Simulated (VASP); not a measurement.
Set up this calculation in VASP 6.6.1, as the native input.

```yaml
Task: relaxation of shape and atoms at fixed volume
Functional: PBE
Potentials_or_basis: VASP PAW PBE potentials, release 64 (Al, N)
Cutoff: 600 eV
k_mesh: 13 × 13 × 7
Occupations: fermi-dirac, width 0.05 eV
Spin: no spin polarisation
Dipole_correction: no
Further_INCAR_settings: ALGO = Normal; EDIFF = 1e-06; IBRION = 2; EDIFFG = -0.005; NSW = 50; ISIF = 4
```

The structure of AlN (wurtzite type) lies in POSCAR:

```
AlN
1.0
    3.0662653759      0.0000000000      0.0000000000
   -1.5331326879      2.6554637102      0.0000000000
    0.0000000000      0.0000000000      4.9156677808
Al N
2 2
Direct
    0.3333333333      0.6666666667     -0.0027598285
    0.6666666667      0.3333333333      0.4972401715
    0.3333333333      0.6666666667      0.3787598285
    0.6666666667      0.3333333333      0.8787598285
```

These files were run (other wordings do the same):

INCAR

```
SYSTEM = AlN
PREC     = Accurate       ! precision mode
ENCUT    = 600            ! plane-wave cutoff, eV
EDIFF    = 1E-6           ! SCF threshold, eV
ISMEAR   = -1             ! smearing method
SIGMA    = 0.05           ! smearing width, eV
LREAL    = .False.        ! projectors in reciprocal space
LASPH    = .True.         ! aspherical terms in the spheres
NELM     = 60             ! most SCF steps
ALGO     = Normal         ! electronic algorithm
ISIF     = 4              ! what is computed and relaxed
LWAVE    = .False.        ! write WAVECAR
LCHARG   = .False.        ! write CHGCAR
GGA      = PE             ! functional
IBRION   = 2              ! ionic algorithm
NSW      = 50             ! ionic steps
EDIFFG   = -0.005         ! ionic threshold
```

KPOINTS

```
Automatic mesh
0
Gamma
  13 13 7
  0 0 0
```

Potentials or basis: VASP PAW PBE potentials, release 64 (Al, N).

Launch:

```console
$ cat potpaw_PBE.64/Al/POTCAR potpaw_PBE.64/N/POTCAR > POTCAR
$ mpirun -np 1 vasp_std > vasp.out
```

It gave:

| Item | Value |
| --- | --- |
| Energy gained by relaxing | 0.1 meV/atom |
| Ionic steps | 5 |
| Pressure after relaxing | 13.1 GPa |
| Band gap on the k mesh | 4.56 eV |

Caveat: an odd mesh through Γ misses points on the zone boundary, where band edges can lie.

Run time: 2.3 min on 1 thread of Intel Xeon 8259CL (shared host), peak memory 0.19 GiB.
